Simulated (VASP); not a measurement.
Here is a VASP 6.6.1 calculation.

The input INCAR:

```
ALGO = Normal
EDIFF = 1E-6
ENCUT = 600
GGA = CA
GGA_COMPAT = F
ISIF = 2
ISMEAR = -1
ISPIN = 2
LASPH = T
LCHARG = F
LMAXMIX = 4
LORBIT = 11
LREAL = F
LWAVE = F
MAGMOM = 1.558 1.558
NBANDS = 28
NELM = 200
PREC = Accurate
SIGMA = 0.05
```

KPOINTS

```
k-points
0
Gamma
  2 2 2
```

POSCAR

```
Co
1.0
    2.4273810165      0.0000000000      0.0000000000
   -1.2136905082      2.1021736250      0.0000000000
    0.0000000000      0.0000000000      3.9230481332
Co
2
Direct
    0.3333333333      0.6666666667      0.2500000000
    0.6666666667      0.3333333333      0.7500000000
```

Potentials or basis: VASP PAW LDA potentials, release 64 (Co_sv).

Run with:

```sh
$ cat potpaw_LDA.64/Co_sv/POTCAR > POTCAR
$ mpirun -np 1 vasp_std > vasp.out
```

**Question.** Predict the pressure.

**Answer.** 8.4 GPa.

**Question.** Estimate the site moments.

**Answer.** Co +1.54 μB.

Stress tensor (GPa, compression positive):
```
 5.71  0.00  0.00
 0.00  5.71  0.00
 0.00  0.00 13.83
```

Caveat: the k points lie up to 1.49 Å⁻¹ apart.
